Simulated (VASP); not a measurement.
# Pt (Fm-3m) in VASP: single point with PBEsol

Aim: the single point of Pt with PBEsol.

All numbers are computed with VASP 6.6.1; they aren't measurements. Logs are shortened: lines on timing, memory, paths and dates and some standing lists are left out, and cuts for length are marked.

### Step 1. The cell of the first run

Symmetry: Fm-3m, No. 225, cubic system. Conventional cell: a = 3.918 Å, b = 3.918 Å, c = 3.918 Å, α = 90.00°, β = 90.00°, γ = 90.00°. Within 3.7 Å of Pt (site symmetry m-3m) lie 12 Pt at 2.77 Å.

### Step 2. Single point, PBEsol

File INCAR:

```
SYSTEM = Pt
ALGO = Normal
EDIFF = 1E-6
ENCUT = 520
GGA = PS
ISIF = 2
ISMEAR = 0
LASPH = .True.
LCHARG = .True.
LELF = .True.
LREAL = .False.
LVHAR = .True.
LWAVE = .False.
NBANDS = 11
NELM = 60
PREC = Accurate
SIGMA = 0.1
```

File KPOINTS:

```
k-points
0
Gamma
  18 18 18
  0 0 0
```

File POSCAR:

```
Pt
1.0
    0.0000000000      1.9590303667      1.9590303667
    1.9590303667      0.0000000000      1.9590303667
    1.9590303667      1.9590303667      0.0000000000
Pt
1
Direct
    0.0000000000      0.0000000000      0.0000000000
```

Potentials or basis: VASP PAW PBE potentials, release 64 (Pt).

Command:

```console
> cat potpaw_PBE.64/Pt/POTCAR > POTCAR
> mpirun -np 1 vasp_std > vasp.out
```

OUTCAR:

```text
SYSTEM = Pt
   EDIFF = 1E-6
   ENCUT = 520
   GGA = PS
   ISIF = 2
   ISMEAR = 0
   LASPH = .True.
   LREAL = .False.
   NELM = 60
   PREC = Accurate

 ion  position               nearest neighbor table
   1  0.000  0.000  0.000-

  LATTYP: Found a face centered cubic cell.
 ALAT       =     3.9180607334

  Lattice vectors:

 A1 = (   0.0000000000,   1.9590303667,   1.9590303667)
 A2 = (   1.9590303667,   0.0000000000,   1.9590303667)
 A3 = (   1.9590303667,   1.9590303667,   0.0000000000)

Analysis of symmetry for initial positions (statically):
=====================================================================
 Subroutine PRICEL returns:
 Original cell was already a primitive cell.

 Routine SETGRP: Setting up the symmetry group for a
 face centered cubic supercell.

 Subroutine GETGRP returns: Found 48 space group operations
[... 9 lines left out ...]

 Routine SETGRP: Setting up the symmetry group for a
 face centered cubic supercell.

 Subroutine GETGRP returns: Found 48 space group operations
[... 11 lines left out ...]
                                     Primitive cell

  volume of cell :      15.0367

  direct lattice vectors                    reciprocal lattice vectors
     0.000000000  1.959030367  1.959030367    -0.255228305  0.255228305  0.255228305
     1.959030367  0.000000000  1.959030367     0.255228305 -0.255228305  0.255228305
     1.959030367  1.959030367  0.000000000     0.255228305  0.255228305 -0.255228305

  length of vectors
     2.770487314  2.770487314  2.770487314     0.442068392  0.442068392  0.442068392

  position of ions in fractional coordinates (direct lattice)
     0.000000000  0.000000000  0.000000000

  ion indices of the primitive-cell ions
   primitive index   ion index
                 1           1

----------------------------------------------------------------------------------------

 KPOINTS: k-points

Automatic generation of k-mesh.
 Grid dimensions read from file:
 generate k-points for:   18   18   18

 Generating k-lattice:

  Cartesian coordinates                     Fractional coordinates (reciprocal lattice)
    -0.014179350  0.014179350  0.014179350     0.055555556  0.000000000  0.000000000
     0.014179350 -0.014179350  0.014179350     0.000000000  0.055555556  0.000000000
     0.014179350  0.014179350 -0.014179350     0.000000000  0.000000000  0.055555556

  Length of vectors
     0.024559355  0.024559355  0.024559355

  Shift w.r.t. Gamma in fractional coordinates (k-lattice)
     0.000000000  0.000000000  0.000000000

 Subroutine IBZKPT returns following result:
 ===========================================

 Found    195 irreducible k-points:

 Following reciprocal coordinates:
            Coordinates               Weight
  0.000000  0.000000  0.000000      1.000000
  0.055556  0.000000  0.000000      8.000000
  0.111111  0.000000  0.000000      8.000000
  0.166667  0.000000  0.000000      8.000000
  0.222222  0.000000  0.000000      8.000000
  0.277778  0.000000  0.000000      8.000000
[... 16 lines left out ...]
 -0.277778  0.055556  0.000000     24.000000
 -0.222222  0.055556  0.000000     24.000000
 [... further k-points ...]
   k-points           NKPTS =    195   k-points in BZ     NKDIM =    195   number of bands    NBANDS=     11
   number of dos      NEDOS =    301   number of ions     NIONS =      1
   total plane-waves  NPLWV =  13824
   dimension x,y,z NGX =    24 NGY =   24 NGZ =   24
   dimension x,y,z NGXF=    48 NGYF=   48 NGZF=   48
   ions per type =               1
   NGX,Y,Z   is equivalent  to a cutoff of  14.40, 14.40, 14.40 a.u.
   NGXF,Y,Z  is equivalent  to a cutoff of  28.80, 28.80, 28.80 a.u.
 SYSTEM =  Pt
   PREC   = accura    normal or accurate (medium, high low for compatibility)
   ISTART =      0    job   : 0-new  1-cont  2-samecut
   ICHARG =      2    charge: 1-file 2-atom 10-const
   ISPIN  =      1    spin polarized calculation?
   LNONCOLLINEAR =      F non collinear calculations
   LSORBIT =      F    spin-orbit coupling
   LASPH  =      T    aspherical Exc in radial PAW
   ENCUT  =  520.0 eV  38.22 Ry    6.18 a.u.   5.15  5.15  5.15*2*pi/ulx,y,z
   NELM   =     60;   NELMIN=  2; NELMDL= -5     # of ELM steps
   EDIFF  = 0.1E-05   stopping-criterion for ELM
   LREAL  =      F    real-space projection
   EDIFFG = 0.1E-04   stopping-criterion for IOM
   NSW    =      0    number of steps for IOM
   IBRION =     -1    ionic relax: 0-MD 1-quasi-New 2-CG
   NFREE  =      0    steps in history (QN), initial steepest desc. (CG)
   ISIF   =      2    stress and relaxation
   ISYM   =      2    0-nonsym 1-usesym 2-fastsym
   POTIM  = 0.5000    time-step for ionic-motion
   TEBEG  =    0.0;   TEEND  =   0.0 temperature during run
   PSTRESS=    0.0 pullay stress
   NELECT =      10.0000    total number of electrons
   NUPDOWN=      -1.0000    fix difference up-down
   EMIN   =  10.00;   EMAX   =-10.00  energy-range for DOS
   EFERMI =   0.00;   METHOD = LEGACY
   ISMEAR =     0;   SIGMA  =   0.10  broadening in eV -4-tet -1-fermi 0-gaus
   EFERMI_NEDOS =   21; number of points for ismear=-14 and -15
   IALGO  =     38    algorithm
   IMIX   =      4    mixing-type and parameters
     AMIX     =   0.40;   BMIX     =  1.00
     AMIX_MAG =   1.60;   BMIX_MAG =  1.00
  volume/ion in A,a.u.               =      15.04       101.47
  Fermi-wavevector in a.u.,A,eV,Ry     =   1.428972  2.700365 27.782559  2.041960
  Thomas-Fermi vector in A             =   2.548976
   LORBIT       =      0    0 simple, 1 ext, 2 COOP (PROOUT), +10 PAW based schemes
   GGA     = PS    functional components
   LHFCALC =     F    Hartree Fock is set to
   AEXX    =    0.0000 exact exchange contribution
   IVDW    =     0    specifies the selected vdW correction
   LEPSILON=     F    determine dielectric tensor
   LRPA    =     F    only Hartree local field effects (RPA)
 non-spin polarized calculation
 Gauss-broadening in eV      SIGMA  =   0.10
  energy-cutoff  :      520.00
  volume of cell :       15.04
 maximum number of plane-waves:       419
 NGX is ok and might be reduce to    24
   NGX = 11   NGY = 11   NGZ = 11

 number of electron      10.0000000 magnetization

 Free energy of the ion-electron system (eV)
  ---------------------------------------------------
  ext. energy  EPLUGINS =         0.00000000
  ---------------------------------------------------
  free energy    TOTEN  =        -6.96549361 eV

  energy without entropy =       -6.95485146  energy(sigma->0) =       -6.96017254

 E-fermi :  11.1547     XC(G=0): -13.6459

 val. band max:       11.1541414088   @ k =  -0.3333   0.3889   0.1111
 cond. band min:      11.1659144972   @ k =   0.3889   0.2222   0.0000
 fundamental gap:      0.0117730884
 Fermi energy:        11.1546529820

 k-point     1 :       0.0000    0.0000    0.0000
  band No.  band energies     occupation
      1       0.8238      2.00000
      2       7.3280      2.00000
      3       7.3280      2.00000
      4       7.3280      2.00000
      5       9.5167      2.00000
      6       9.5167      2.00000
      7      25.7695      0.00000
      8      30.7432      0.00000
      9      30.7432      0.00000
     10      30.7432      0.00000
     11      36.0528      0.00000

 k-point     2 :       0.0556    0.0000    0.0000
  band No.  band energies     occupation
      1       0.9487      2.00000
      2       7.2711      2.00000
      3       7.3782      2.00000
      4       7.3782      2.00000
      5       9.4880      2.00000
      6       9.4880      2.00000
      7      25.9658      0.00000
      8      30.0688      0.00000
      9      30.9358      0.00000
     10      30.9358      0.00000
     11      36.7991      0.00000

 k-point     3 :       0.1111    0.0000    0.0000
  band No.  band energies     occupation
      1       1.3122      2.00000
      2       7.1249      2.00000
      3       7.5098      2.00000
      4       7.5098      2.00000
      5       9.4265      2.00000
      6       9.4265      2.00000
      7      26.5007      0.00000
      8      28.6596      0.00000
      9      31.4960      0.00000
     10      31.4960      0.00000
     11      37.6397      0.00000

 k-point     4 :       0.1667    0.0000    0.0000
  band No.  band energies     occupation
      1       1.8751      2.00000
      2       6.9606      2.00000
      3       7.6584      2.00000
      4       7.6584      2.00000
      5       9.4090      2.00000
      6       9.4090      2.00000
      7      27.0329      0.00000
      8      27.2019      0.00000
      9      32.3663      0.00000
     10      32.3663      0.00000
     11      36.0849      0.00000

 k-point     5 :       0.2222    0.0000    0.0000
  band No.  band energies     occupation
      1       2.5499      2.00000
      2       6.8999      2.00000
      3       7.7239      2.00000
      4       7.7239      2.00000
      5       9.5456      2.00000
      6       9.5456      2.00000
      7      25.3383      0.00000
      8      27.5862      0.00000
      9      33.3992      0.00000
     10      33.3992      0.00000
     11      34.7926      0.00000

 k-point     6 :       0.2778    0.0000    0.0000
  band No.  band energies     occupation
      1       3.1737      2.00000
      2       7.1253      2.00000
      3       7.6626      2.00000
      4       7.6626      2.00000
      5       9.8765      2.00000
      6       9.8765      2.00000
      7      23.4715      0.00000
      8      27.2738      0.00000
      9      33.7614      0.00000
     10      33.7614      0.00000
     11      34.9068      0.00000

 k-point     7 :       0.3333    0.0000    0.0000
  band No.  band energies     occupation
      1       3.5676      2.00000
      2       7.5305      2.00000
      3       7.5305      2.00000
      4       7.8063      2.00000
      5      10.3204      2.00000
      6      10.3204      2.00000
      7      21.4477      0.00000
      8      26.5423      0.00000
      9      32.5256      0.00000
     10      32.5256      0.00000
     11      36.2116      0.00000

 k-point     8 :       0.3889    0.0000    0.0000
  band No.  band energies     occupation
      1       3.7194      2.00000
      2       7.3962      2.00000
      3       7.3962      2.00000
      4       8.8872      2.00000
      5      10.7580      2.00000
      6      10.7580      2.00000
      7      19.4209      0.00000
      8      25.8806      0.00000
      9      31.2576      0.00000
     10      31.2576      0.00000
     11      38.0773      0.00000
[... 141 lines left out ...]
 k-point    19 :       0.5000    0.0556    0.0000
  band No.  band energies     occupation
      1       3.8514      2.00000
      2       7.1857      2.00000
      3       7.3577      2.00000
      4       9.7870      2.00000
      5      11.2035      0.48945
      6      11.9713      0.00000
      7      17.0302      0.00000
      8      25.5186      0.00000
      9      29.8974      0.00000
     10      29.9502      0.00000
     11      39.3159      0.00000

 k-point    20 :      -0.4444    0.0556    0.0000
  band No.  band energies     occupation
      1       3.8528      2.00000
      2       7.2089      2.00000
      3       7.3572      2.00000
      4       9.7012      2.00000
      5      11.0466      1.87346
      6      11.9229      0.00000
      7      17.3046      0.00000
      8      25.5636      0.00000
      9      29.6949      0.00000
     10      30.3540      0.00000
     11      38.9779      0.00000

 k-point    21 :      -0.3889    0.0556    0.0000
  band No.  band energies     occupation
      1       3.8418      2.00000
      2       7.2986      2.00000
      3       7.4234      2.00000
      4       8.9322      2.00000
      5      10.6862      2.00000
      6      11.4586      0.00002
      7      18.8119      0.00000
      8      25.8770      0.00000
      9      30.0268      0.00000
     10      31.3138      0.00000
     11      37.6564      0.00000

 k-point    22 :      -0.3333    0.0556    0.0000
  band No.  band energies     occupation
      1       3.7482      2.00000
      2       7.4302      2.00000
      3       7.5451      2.00000
      4       7.9355      2.00000
      5      10.2044      2.00000
      6      10.9512      1.99599
      7      20.8009      0.00000
      8      26.4439      0.00000
      9      30.7792      0.00000
     10      32.7550      0.00000
     11      35.9497      0.00000

 k-point    23 :      -0.2778    0.0556    0.0000
  band No.  band energies     occupation
      1       3.4450      2.00000
      2       7.1425      2.00000
      3       7.6142      2.00000
      4       7.6911      2.00000
      5       9.7065      2.00000
      6      10.4447      2.00000
      7      22.8722      0.00000
      8      27.1693      0.00000
      9      31.7070      0.00000
     10      34.3373      0.00000
     11      34.5726      0.00000

 k-point    24 :      -0.2222    0.0556    0.0000
  band No.  band energies     occupation
      1       2.8792      2.00000
      2       6.8241      2.00000
      3       7.7247      2.00000
      4       7.7937      2.00000
      5       9.3152      2.00000
      6      10.0023      2.00000
      7      24.8110      0.00000
      8      27.6894      0.00000
      9      32.2113      0.00000
     10      33.6218      0.00000
     11      34.8798      0.00000

 [... further k-points ...]
[... 5 lines left out ...]
  --------------------------------------------------------------------------------------
  -------------------------------------------------------------------------------------
  Total       -0.0400115     -0.0400115     -0.0400115      0.0000000      0.0000000     -0.0000000
  in kB       -4.2632577     -4.2632577     -4.2632577      0.0000000      0.0000000     -0.0000000
  external PRESSURE =      -4.2632577 kB  Pullay stress =       0.0000000 kB

 VOLUME and BASIS-vectors are now :
 -----------------------------------------------------------------------------
  energy-cutoff  :      520.00
  volume of cell :       15.04
      direct lattice vectors                 reciprocal lattice vectors
     0.000000000  1.959030367  1.959030367    -0.255228305  0.255228305  0.255228305
     1.959030367  0.000000000  1.959030367     0.255228305 -0.255228305  0.255228305
     1.959030367  1.959030367  0.000000000     0.255228305  0.255228305 -0.255228305

 POSITION                                       TOTAL-FORCE (eV/Angst)
 -----------------------------------------------------------------------------------
      0.00000      0.00000      0.00000         0.000000      0.000000     -0.000000
 -----------------------------------------------------------------------------------
    total drift:                               -0.000000     -0.000000      0.000000

  FREE ENERGIE OF THE ION-ELECTRON SYSTEM (eV)
  ---------------------------------------------------
  free  energy   TOTEN  =        -6.9654936113 eV

  energy  without entropy=       -6.9548514609  energy(sigma->0) =       -6.96017254
```

Wall time 19 s (1 thread of AMD EPYC 9R45 (Zen 5), shared host); peak memory 0.13 GiB.

Results:

```
Free energy            : -6.9655 eV
Pressure               : -0.4 GPa
Band gap on the k mesh : zero (band 5 reaches 11.65 eV, above the bottom of band 6 at 9.41 eV)
```

Caveat: the PAW data sets were made with another functional, which shifts forces and pressure a little; spin-orbit coupling is left out, which moves the levels of the heavy elements.
